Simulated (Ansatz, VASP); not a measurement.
**Fe in VASP and in Ansatz**

```
Fe
1.0
     3.90613    0.00000    0.00000
    -1.95307    3.38281    0.00000
     0.00000    0.00000    2.46406
Fe
3
Direct
  0.00000 0.00000 0.00000
  0.33333 0.66667 0.50000
  0.66667 0.33333 0.50000
```

Alike in both runs: functional BLYP; k mesh 9 × 9 × 13; occupations fermi-dirac, width 0.1 eV; no spin polarisation.

Ansatz relaxed the structure, and its values are those at the end. VASP's run is a single point on that final structure, the one shown.

|  | VASP | Ansatz |
| --- | --- | --- |
| version | VASP 6.6.1 | Ansatz 0.2.0 |
| potentials or method | VASP PAW PBE potentials, release 64 (Fe), cutoff 520 eV | plane waves (420 eV) with PAW, scalar-relativistic |
| valence electrons in the cell | 24 | 48 |

```csv
,VASP,Ansatz,Ansatz less VASP
pressure (GPa),0.2,0.0,-0.16
```

VASP's potentials were made for PBE, not for BLYP. With one functional, cell and mesh, what is left measures potentials, basis and numerics. VASP's potentials hold 24 valence electrons a cell and Ansatz's 48, so a difference there can come from the potentials and not from the codes.
